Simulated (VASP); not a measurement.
# Cd3Se2S (P3m1) in VASP: notebook

The runs below take Cd3Se2S through single point, with PBE.

Program: VASP 6.6.1. These are calculated values, not measurements. Logs are shortened: lines on timing, memory, paths and dates and some standing lists are left out, and cuts for length are marked.

### 1 The cell of the first run

It takes space group P3m1 (No. 156, trigonal). The conventional cell has a = 4.156 Å, b = 4.156 Å, c = 20.339 Å, α = 90.00°, β = 90.00°, γ = 120.00°. Within 3.4 Å of Cd (site symmetry 3m) lie 3 Se at 2.54 Å and 1 S at 2.55 Å. Cd (site symmetry 3m) has 3 Se at 2.54 Å and 1 S at 2.55 Å within 3.4 Å. Within 3.4 Å of Cd (site symmetry 3m) lie 4 Se at 2.54 to 2.55 Å. Within 3.4 Å of Cd (site symmetry 3m) lie 3 S at 2.54 Å and 1 Se at 2.55 Å. Cd (site symmetry 3m) has 3 S at 2.54 Å and 1 Se at 2.55 Å within 3.4 Å. Within 3.4 Å of Cd (site symmetry 3m) lie 4 Se at 2.54 to 2.55 Å. Se (site symmetry 3m) has 4 Cd at 2.54 to 2.55 Å within 3.4 Å. Se (site symmetry 3m) has 4 Cd at 2.54 to 2.55 Å within 3.4 Å.

### 2 Single point, PBE

File INCAR:

```
SYSTEM = Cd3Se2S
PREC = Accurate
ENCUT = 500
EDIFF = 1E-6
ISMEAR = 0
SIGMA = 0.1
LREAL = .FALSE.
LASPH = .TRUE.
NELM = 120
ALGO = Normal
ISIF = 2
LWAVE = .FALSE.
LCHARG = .FALSE.
GGA = PE
NBANDS = 66
GGA_COMPAT = .FALSE.
```

File KPOINTS:

```
regular mesh
0
G
  6 6 1
  0 0 0
```

File POSCAR:

```
Cd3Se2S
1.0
    4.1559756800      0.0000000000      0.0000000000
   -2.0779878400      3.5991805200      0.0000000000
    0.0000000000      0.0000000000     20.3391320400
Cd Se S
6 4 2
Direct
    0.6666666700      0.3333333300      0.1666511200
    0.6666666700      0.3333333300      0.4999844500
    0.6666666700      0.3333333300      0.8333177900
    0.3333333300      0.6666666700      0.3333177900
    0.3333333300      0.6666666700      0.6666511200
    0.3333333300      0.6666666700      0.9999844500
    0.6666666700      0.3333333300      0.9586355500
    0.3333333300      0.6666666700      0.1253022200
    0.3333333300      0.6666666700      0.4586355500
    0.3333333300      0.6666666700      0.7919688800
    0.6666666700      0.3333333300      0.2919688800
    0.6666666700      0.3333333300      0.6253022200
```

Potentials or basis: VASP PAW PBE potentials, release 64 (Cd, Se, S).

Run with:

```console
$ cat potpaw_PBE.64/Cd/POTCAR potpaw_PBE.64/Se/POTCAR potpaw_PBE.64/S/POTCAR > POTCAR
$ mpirun -np 1 vasp_std > vasp.out
```

OUTCAR:

```text
SYSTEM = Cd3Se2S
   PREC = Accurate
   ENCUT = 500
   EDIFF = 1E-6
   ISMEAR = 0
   LREAL = .FALSE.
   LASPH = .TRUE.
   NELM = 120
   ISIF = 2
   GGA = PE

 ion  position               nearest neighbor table
   1  0.667  0.333  0.167-   8 2.54   8 2.54   8 2.54  11 2.55
   2  0.667  0.333  0.500-   9 2.54   9 2.54   9 2.54  12 2.55
   3  0.667  0.333  0.833-  10 2.54  10 2.54  10 2.54   7 2.55
   4  0.333  0.667  0.333-  11 2.54  11 2.54  11 2.54   9 2.55
   5  0.333  0.667  0.667-  12 2.54  12 2.54  12 2.54  10 2.55
   6  0.333  0.667  1.000-   7 2.54   7 2.54   7 2.54   8 2.55
   7  0.667  0.333  0.959-   6 2.54   6 2.54   6 2.54   3 2.55
   8  0.333  0.667  0.125-   1 2.54   1 2.54   1 2.54   6 2.55
   9  0.333  0.667  0.459-   2 2.54   2 2.54   2 2.54   4 2.55
  10  0.333  0.667  0.792-   3 2.54   3 2.54   3 2.54   5 2.55
  11  0.667  0.333  0.292-   4 2.54   4 2.54   4 2.54   1 2.55
  12  0.667  0.333  0.625-   5 2.54   5 2.54   5 2.54   2 2.55

  LATTYP: Found a hexagonal cell.
 ALAT       =     4.1559756800
 C/A-ratio  =     4.8939487634

  Lattice vectors:

 A1 = (   4.1559756800,   0.0000000000,   0.0000000000)
 A2 = (  -2.0779878400,   3.5991805200,   0.0000000000)
 A3 = (   0.0000000000,   0.0000000000,  20.3391320400)

Analysis of symmetry for initial positions (statically):
=====================================================================
 Subroutine PRICEL returns:
 Original cell was already a primitive cell.

 Routine SETGRP: Setting up the symmetry group for a
 hexagonal supercell.

 Subroutine GETGRP returns: Found  6 space group operations
 (whereof  6 operations were pure point group operations)
 out of a pool of 24 trial point group operations.

The static configuration has the point symmetry C_3v.

Analysis of symmetry for dynamics (positions and initial velocities):
=====================================================================
 Subroutine PRICEL returns:
 Original cell was already a primitive cell.

 Routine SETGRP: Setting up the symmetry group for a
 hexagonal supercell.

 Subroutine GETGRP returns: Found  6 space group operations
 (whereof  6 operations were pure point group operations)
 out of a pool of 24 trial point group operations.

The dynamic configuration has the point symmetry C_3v.

 Subroutine INISYM returns: Found  6 space group operations
 (whereof  6 operations are pure point group operations),
 and found     1 'primitive' translations

----------------------------------------------------------------------------------------

[... 108 lines left out ...]
   EFERMI =   0.00;   METHOD = LEGACY
   ISMEAR =     0;   SIGMA  =   0.10  broadening in eV -4-tet -1-fermi 0-gaus
   EFERMI_NEDOS =   21; number of points for ismear=-14 and -15
   IALGO  =     38    algorithm
   IMIX   =      4    mixing-type and parameters
     AMIX     =   0.40;   BMIX     =  1.00
     AMIX_MAG =   1.60;   BMIX_MAG =  1.00
  volume/ion in A,a.u.               =      25.35       171.09
  Fermi-wavevector in a.u.,A,eV,Ry     =   1.159168  2.190510 18.281748  1.343671
  Thomas-Fermi vector in A             =   2.295763
   LORBIT       =      0    0 simple, 1 ext, 2 COOP (PROOUT), +10 PAW based schemes
   GGA     = PE    functional components
   LHFCALC =     F    Hartree Fock is set to
   AEXX    =    0.0000 exact exchange contribution
   IVDW    =     0    specifies the selected vdW correction
   LEPSILON=     F    determine dielectric tensor
   LRPA    =     F    only Hartree local field effects (RPA)
 non-spin polarized calculation
 Gauss-broadening in eV      SIGMA  =   0.10
  energy-cutoff  :      500.00
  volume of cell :      304.23
 maximum number of plane-waves:      7763
   NGX = 15   NGY = 15   NGZ = 75

 number of electron     107.9999906 magnetization

 Free energy of the ion-electron system (eV)
  ---------------------------------------------------
  ext. energy  EPLUGINS =         0.00000000
  ---------------------------------------------------
  free energy    TOTEN  =       -33.20956788 eV

  energy without entropy =      -33.20956788  energy(sigma->0) =      -33.20956788

 E-fermi :   2.1069     XC(G=0):  -9.2557

 val. band max:        1.6341003949   @ k =   0.0000   0.0000   0.0000
 cond. band min:       2.5887639774   @ k =   0.0000   0.0000   0.0000
 fundamental gap:      0.9546635825
 Fermi energy:         2.1068553384

 k-point     1 :       0.0000    0.0000    0.0000
  band No.  band energies     occupation
      1     -11.4791      2.00000
      2     -11.3077      2.00000
      3     -11.3029      2.00000
      4     -11.1395      2.00000
      5     -10.6486      2.00000
      6     -10.6123      2.00000
[... 472 lines left out ...]
     65       8.1915      0.00000
     66       8.2901      0.00000

------------------------ aborting loop because EDIFF is reached ----------------------------------------

  FORCE on cell =-STRESS in cart. coord.  units (eV):
  Direction    XX          YY          ZZ          XY          YZ          ZX
  --------------------------------------------------------------------------------------
  -------------------------------------------------------------------------------------
  Total       14.9842997     14.9842998     14.7851183      0.0000000     -0.0000000      0.0000000
  in kB       78.9110807     78.9110808     77.8621416      0.0000000     -0.0000000      0.0000000
  external PRESSURE =      78.5614344 kB  Pullay stress =       0.0000000 kB

 VOLUME and BASIS-vectors are now :
 -----------------------------------------------------------------------------
  energy-cutoff  :      500.00
  volume of cell :      304.23
      direct lattice vectors                 reciprocal lattice vectors
     4.155975680  0.000000000  0.000000000     0.240617385  0.138920512  0.000000000
    -2.077987840  3.599180520  0.000000000     0.000000000  0.277841024  0.000000000
     0.000000000  0.000000000 20.339132040     0.000000000  0.000000000  0.049166307

 POSITION                                       TOTAL-FORCE (eV/Angst)
 -----------------------------------------------------------------------------------
      2.07799      1.19973      3.38954         0.000000      0.000000      0.676126
      2.07799      1.19973     10.16925        -0.000000     -0.000000      0.653154
      2.07799      1.19973     16.94896         0.000000     -0.000000      0.001408
     -0.00000      2.39945      6.77939        -0.000000      0.000000     -0.623144
     -0.00000      2.39945     13.55911        -0.000000      0.000000     -0.627460
     -0.00000      2.39945     20.33882        -0.000000      0.000000      0.027194
      2.07799      1.19973     19.49782        -0.000000      0.000000     -0.022854
     -0.00000      2.39945      2.54854        -0.000000     -0.000000      0.075319
     -0.00000      2.39945      9.32825         0.000000     -0.000000     -0.004703
     -0.00000      2.39945     16.10796        -0.000000      0.000000     -0.103064
      2.07799      1.19973      5.93839        -0.000000      0.000000     -0.026228
      2.07799      1.19973     12.71810         0.000000      0.000000     -0.025748
 -----------------------------------------------------------------------------------
    total drift:                               -0.000008      0.000003     -0.001030

  FREE ENERGIE OF THE ION-ELECTRON SYSTEM (eV)
  ---------------------------------------------------
  free  energy   TOTEN  =       -33.2095678755 eV

  energy  without entropy=      -33.2095678755  energy(sigma->0) =      -33.20956788
```

OSZICAR:

```text
N       E                     dE             d eps       ncg     rms          rms(c)
DAV:   1     0.788835300566E+03    0.78884E+03   -0.51139E+04   924   0.146E+03
DAV:   2     0.171903012419E+02   -0.77164E+03   -0.74796E+03  1018   0.370E+02
DAV:   3    -0.349271710801E+02   -0.52117E+02   -0.51704E+02  1076   0.933E+01
DAV:   4    -0.357914833799E+02   -0.86431E+00   -0.86212E+00  1056   0.108E+01
DAV:   5    -0.358050796917E+02   -0.13596E-01   -0.13591E-01  1096   0.126E+00    0.192E+01
DAV:   6    -0.332941920457E+02    0.25109E+01   -0.54532E+00  1164   0.149E+01    0.147E+01
DAV:   7    -0.333347840347E+02   -0.40592E-01   -0.38608E+00  1010   0.670E+00    0.296E+00
DAV:   8    -0.332044395255E+02    0.13034E+00   -0.76350E-01  1038   0.519E+00    0.138E+00
DAV:   9    -0.332090039383E+02   -0.45644E-02   -0.92281E-02   998   0.175E+00    0.443E-01
DAV:  10    -0.332091371492E+02   -0.13321E-03   -0.50774E-03  1080   0.514E-01    0.171E-01
DAV:  11    -0.332093746198E+02   -0.23747E-03   -0.83234E-04  1070   0.120E-01    0.669E-02
DAV:  12    -0.332095462549E+02   -0.17164E-03   -0.26057E-04   976   0.622E-02    0.338E-02
DAV:  13    -0.332095562642E+02   -0.10009E-04   -0.17152E-05  1088   0.227E-02    0.235E-02
DAV:  14    -0.332095683642E+02   -0.12100E-04   -0.17282E-05   976   0.151E-02    0.146E-02
DAV:  15    -0.332095678755E+02    0.48869E-06   -0.41827E-06   936   0.854E-03
   1 F= -.33209568E+02 E0= -.33209568E+02  d E =-.744897E-12
```

Run time: 4.5 min. Hardware: 1 thread of AMD EPYC 7R13, shared host; peak memory 0.36 GiB.

Results:

```
Free energy            : -33.2096 eV
Pressure               : 7.9 GPa
Largest force          : 0.676 eV/Å
Band gap on the k mesh : 0.95 eV, direct
```

Forces on the atoms (eV/Å):
```
Cd   0.000  0.000  0.676
Cd   0.000  0.000  0.653
Cd   0.000  0.000  0.001
Cd   0.000  0.000 -0.623
Cd   0.000  0.000 -0.627
Cd   0.000  0.000  0.027
Se   0.000  0.000 -0.023
Se   0.000  0.000  0.075
Se   0.000  0.000 -0.005
Se   0.000  0.000 -0.103
S    0.000  0.000 -0.026
S    0.000  0.000 -0.026
```

Expect the measured gap to be larger: semilocal functionals such as PBE lack the derivative discontinuity.

### 3 Single point, PBE

This run uses another cell than the first one, of 28.65 Å³/atom, 1.130 times its volume.

File INCAR:

```
SYSTEM = Cd3Se2S
PREC = Accurate
ENCUT = 500
EDIFF = 1E-6
ISMEAR = 0
SIGMA = 0.1
LREAL = .False.
LASPH = .True.
NELM = 120
ALGO = Normal
ISIF = 2
LWAVE = .False.
LCHARG = .False.
GGA = PE
NBANDS = 66
GGA_COMPAT = .False.
```

File KPOINTS:

```
Automatic mesh
0
Gamma
  6 6 1
  0 0 0
```

File POSCAR:

```
Cd3Se2S
1.0
    4.3297518225      0.0000000000      0.0000000000
   -2.1648759112      3.7496750703      0.0000000000
    0.0000000000      0.0000000000     21.1769445336
Cd Se S
6 4 2
Direct
    0.6666666667      0.3333333333      0.1735954573
    0.6666666667      0.3333333333      0.5023214189
    0.6666666667      0.3333333333      0.8310014463
    0.3333333333      0.6666666667      0.3309598939
    0.3333333333      0.6666666667      0.6597450009
    0.3333333333      0.6666666667      1.0022107320
    0.6666666667      0.3333333333      0.9582192198
    0.3333333333      0.6666666667      0.1294193139
    0.3333333333      0.6666666667      0.4582765066
    0.3333333333      0.6666666667      0.7870694995
    0.6666666667      0.3333333333      0.2950911853
    0.6666666667      0.3333333333      0.6238103457
```

Potentials or basis: VASP PAW PBE potentials, release 64 (Cd, Se, S).

Run with:

```console
$ cat potpaw_PBE.64/Cd/POTCAR potpaw_PBE.64/Se/POTCAR potpaw_PBE.64/S/POTCAR > POTCAR
$ mpirun -np 1 vasp_std > vasp.out
```

Run time: 4.8 min. Hardware: 1 thread of AMD EPYC 7R13, shared host; peak memory 0.45 GiB.

It converged, with:

```yaml
Free_energy: -34.1916 eV
Pressure: 0.0 GPa
Largest_force: 0.028 eV/Å
Band_gap_on_the_k_mesh: 0.59 eV, direct
```

Forces on the atoms (eV/Å):
```
Cd   0.000  0.000 -0.013
Cd   0.000  0.000 -0.012
Cd   0.000  0.000  0.025
Cd   0.000  0.000  0.007
Cd   0.000  0.000  0.003
Cd   0.000  0.000  0.027
Se   0.000  0.000 -0.025
Se   0.000  0.000 -0.026
Se   0.000  0.000 -0.020
Se   0.000  0.000 -0.016
S    0.000  0.000  0.023
S    0.000  0.000  0.028
```

Levels at points of the mesh, in eV from the valence-band top:
```
           k point  band 50  band 51  band 52  band 53  band 54  band 55  band 56  band 57  band 58  band 59
(0.00, 0.00, 0.00)    -0.17    -0.17    -0.17     0.00     0.00     0.59     1.84     1.93     2.23     2.33
(0.50, 0.00, 0.00)    -1.13    -1.04    -1.04    -0.97    -0.72     2.73     2.75     3.10     3.30     3.34
```
